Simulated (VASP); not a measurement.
The system is SnO.

```
Sn O
1.0
     3.13193    0.00000    0.00000
     0.00000    3.13193    0.00000
     0.00000    0.00000    3.13193
Sn O
1 1
Direct
  0.00000 0.00000 0.00000
  0.50000 0.50000 0.50000
```

Program: VASP 6.6.1. Alike in all runs: task single point; potentials or basis VASP PAW PBE potentials, release 64 (Sn_d, O); no spin polarisation; cell as given; cutoff (eV) 520; smearing fermi-dirac 0.05 eV.

Q: Order these runs on this cell by their band gap on the k mesh, lowest first.
A. level PBE-based screened hybrid; k mesh 5 × 5 × 5; grid for exact exchange (PRECFOCK) Normal; screening parameter 0.2 1/Å; share of exact exchange 0.3
B. level PBE; k mesh 9 × 9 × 9
C. level HSE06; k mesh 5 × 5 × 5; grid for exact exchange (PRECFOCK) Normal; screening parameter 0.2079 1/Å

A: B (0.47 eV), C (1.96 eV), A (2.12 eV).

Caveats: spin-orbit coupling is left out, which moves the levels of the heavy elements.

A k mesh can miss the band edges.
